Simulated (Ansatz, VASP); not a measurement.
Al3B2W in VASP and in Ansatz

Contents of INCAR:

```
SYSTEM = Al3B2W
PREC     = Accurate       ! precision mode
ENCUT    = 500            ! plane-wave cutoff, eV
EDIFF    = 1E-6           ! SCF threshold, eV
ISMEAR   = 0              ! smearing method
SIGMA    = 0.1            ! smearing width, eV
LREAL    = .False.        ! projectors in reciprocal space
LASPH    = .True.         ! aspherical terms in the spheres
NELM     = 120            ! most SCF steps
ALGO     = Normal         ! electronic algorithm
ISIF     = 2              ! what is computed and relaxed
LWAVE    = .False.        ! write WAVECAR
LCHARG   = .False.        ! write CHGCAR
GGA      = PE             ! functional
NBANDS   = 24             ! bands
GGA_COMPAT= .False.
```

Contents of KPOINTS:

```
regular mesh
0
Gamma
  6 6 2
  0 0 0
```

File POSCAR:

```
Al3B2W
1.0
    2.9690412366      0.0000000000      0.0000000000
   -1.4845206183      2.5712651358      0.0000000000
    0.0000000000      0.0000000000      9.9849947783
Al B W
3 2 1
Direct
    0.0000000000      0.0000000000      0.8258955354
    0.3333333333      0.6666666667      0.3793002357
    0.6666666667      0.3333333333      0.6087664829
    0.3333333333      0.6666666667      0.9991701552
    0.6666666667      0.3333333333      0.0029207042
    0.0000000000      0.0000000000      0.1639468866
```

Input for Ansatz:

```yaml
crystal:
  lattice:
    - [2.9690412366, 0.0, 0.0]
    - [-1.4845206183, 2.5712651358, 0.0]
    - [0.0, 0.0, 9.9849947783]
  atoms:
    - { symbol: Al, position: [0.0, 0.0, 0.8258955354] }
    - { symbol: Al, position: [0.3333333333, 0.6666666667, 0.3793002357] }
    - { symbol: Al, position: [0.6666666667, 0.3333333333, 0.6087664829] }
    - { symbol: B, position: [0.3333333333, 0.6666666667, 0.9991701552] }
    - { symbol: B, position: [0.6666666667, 0.3333333333, 0.0029207042] }
    - { symbol: W, position: [0.0, 0.0, 0.1639468866] }
basis:
  ecutwfc: 420
kpoints:
  mp_grid: { grid: [6, 6, 2] }
hamiltonian:
  xc: pbe
scf:
  occupations: { method: gaussian, width: 0.1 }
  lower_state_search: "off"
output:
  forces: true
  stress: true
  eigenvalues: true
```

Alike in both runs: task single point; functional PBE; k mesh 6 × 6 × 2; occupations gaussian, width 0.1 eV; no spin polarisation.

|  | VASP | Ansatz |
| --- | --- | --- |
| version | VASP 6.6.1 | Ansatz 0.2.0 |
| potentials or method | VASP PAW PBE potentials, release 64 (Al, B, W_sv), cutoff 500 eV | scalar-relativistic, plane waves, PAW |
| valence electrons in the cell | 29 | 29 |

```csv
,VASP,Ansatz,Ansatz less VASP
gap on the k mesh at the Fermi level (eV),none,none,-
pressure (GPa),0.2,0.1,-0.12
"traceless stress, the component that is largest in VASP (GPa)",0.81,0.83,+0.024
rms of the force components (eV/Å),0.034,0.039,+0.0053
```

Atom by atom the forces differ by 0.011 eV/Å (rms over components). A gap of «none» marks a metal or a gap that the smearing closes.

The k mesh is coarse, so the values compare programs but aren't converged. Neither program's run includes spin-orbit coupling.
